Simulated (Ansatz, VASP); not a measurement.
**One calculation of Ga, two programs**

Contents of INCAR:

```
SYSTEM = Ga
PREC     = Accurate       ! precision mode
ENCUT    = 520            ! plane-wave cutoff, eV
EDIFF    = 1E-6           ! SCF threshold, eV
ISMEAR   = -1             ! smearing method
SIGMA    = 0.01           ! smearing width, eV
LREAL    = .False.        ! projectors in reciprocal space
LASPH    = .True.         ! aspherical terms in the spheres
NELM     = 80             ! most SCF steps
ALGO     = Normal         ! electronic algorithm
ISIF     = 2              ! what is computed and relaxed
LWAVE    = .False.        ! write WAVECAR
LCHARG   = .False.        ! write CHGCAR
GGA      = PE             ! functional
NBANDS   = 34             ! bands
```

File KPOINTS:

```
regular mesh
0
Gamma
  8 8 7
  0 0 0
```

Contents of POSCAR:

```
Ga
1.0
    2.3107968683     -3.8729233244      0.0000000000
    2.3107968683      3.8729233244      0.0000000000
    0.0000000000      0.0000000000      4.5463111460
Ga
4
Direct
    0.8442122196      0.1557877804      0.0839449706
    0.6557877804      0.3442122196      0.5839449706
    0.1557877804      0.8442122196      0.9160550294
    0.3442122196      0.6557877804      0.4160550294
```

Input for Ansatz:

```yaml
crystal:
  lattice:
    - [2.3107968683, -3.8729233244, 0.0]
    - [2.3107968683, 3.8729233244, 0.0]
    - [0.0, 0.0, 4.546311146]
  atoms:
    - { symbol: Ga, position: [0.8442122196, 0.1557877804, 0.0839449706] }
    - { symbol: Ga, position: [0.6557877804, 0.3442122196, 0.5839449706] }
    - { symbol: Ga, position: [0.1557877804, 0.8442122196, 0.9160550294] }
    - { symbol: Ga, position: [0.3442122196, 0.6557877804, 0.4160550294] }
hamiltonian:
  xc: pbe
  pseudopotentials:
    kind: paw
    azcp:
      Ga: "pseudopotentials/Ga.paw.azcp"
basis:
  ecutwfc: 420
  fft_grid_basis: typed
kpoints:
  mp_grid: { grid: [8, 8, 7], shift: [0, 0, 0] }
magnetization:
  spin_polarized: false
scf:
  occupations: { method: fermi_dirac, width: 0.01 }
  lower_state_search: "off"
output:
  stress: true
```

Alike in both runs: task single point; functional PBE; k mesh 8 × 8 × 7; occupations fermi-dirac, width 0.01 eV; no spin polarisation.

```csv
,VASP,Ansatz
version,VASP 6.6.1,Ansatz 0.2.0
potentials or method,"VASP PAW PBE potentials, release 64 (Ga_d), cutoff 520 eV","plane waves (420 eV) with PAW, scalar-relativistic"
valence electrons in the cell,52,52
```

```tsv
	VASP	Ansatz	Ansatz less VASP
pressure (GPa)	0.2	0.0	-0.16
traceless stress, the component that is largest in VASP (GPa)	0.07	0.08	+0.005
```

With one functional, cell and mesh, what is left measures potentials, basis and numerics.
